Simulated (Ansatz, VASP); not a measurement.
## HfO2 in VASP and in Ansatz

```xyz
24
Lattice="5.0598 0.0000 0.0000 0.0000 10.0172 0.0000 0.0000 0.0000 5.2276" Properties=species:S:1:pos:R:3 pbc="T T T"
Hf    3.7703    8.8606    5.0439
Hf    1.2404    6.1652    0.1837
Hf    1.2895    3.8520    2.7975
Hf    3.8194    1.1566    2.4301
Hf    1.2895    1.1566    0.1837
Hf    3.8194    3.8520    5.0439
Hf    3.7703    6.1652    2.4301
Hf    1.2404    8.8606    2.7975
O     4.4046    7.9210    3.2621
O     1.8747    7.1048    1.9655
O     0.6552    2.9124    4.5793
O     3.1851    2.0962    0.6483
O     0.6552    2.0962    1.9655
O     3.1851    2.9124    3.2621
O     4.4046    7.1048    0.6483
O     1.8747    7.9210    4.5793
O     2.5445    9.7812    1.3682
O     0.0146    5.2446    3.8594
O     2.5153    4.7726    1.2456
O     5.0452    0.2360    3.9820
O     2.5153    0.2360    3.8594
O     5.0452    4.7726    1.3682
O     2.5445    5.2446    3.9820
O     0.0146    9.7812    1.2456
```

Alike in both runs: task electric field gradients; functional LDA; k mesh 5 × 3 × 5; occupations fermi-dirac, width 0.02 eV; no spin polarisation.

|  | VASP | Ansatz |
| --- | --- | --- |
| version | VASP 6.6.1 | Ansatz 0.2.0 |
| potentials or method | VASP PAW LDA potentials, release 64 (Hf_pv, O) | plane-wave PAW, scalar-relativistic |
| plane-wave cutoff (eV) | 520 | 420 |
| valence electrons in the cell | 176 | 304 |

|  | VASP | Ansatz | Ansatz less VASP |
| --- | --- | --- | --- |
| gap on the k mesh at the Fermi level (eV) | 4.10 | 4.14 | +0.043 |
| pressure (GPa) | -11.3 | -8.7 | +2.57 |
| traceless stress, the component that is largest in VASP (GPa) | -0.32 | -0.37 | -0.048 |
| rms of the force components (eV/Å) | 0.077 | 0.059 | -0.0173 |
| size of Vzz on the site where it differs most (V/Å²) | 97.6 | 109.7 | +12.09 |

Ansatz warns that its potentials were made for another functional, while VASP's fit it. LDA's correlation is that of Perdew and Zunger in VASP and of Perdew and Wang (1992) in Ansatz. Atom by atom the forces differ by 0.019 eV/Å (rms over components). VASP's potentials hold 176 valence electrons a cell and Ansatz's 304, so a difference there can come from the potentials and not from the codes.

Neither program's run includes spin-orbit coupling.
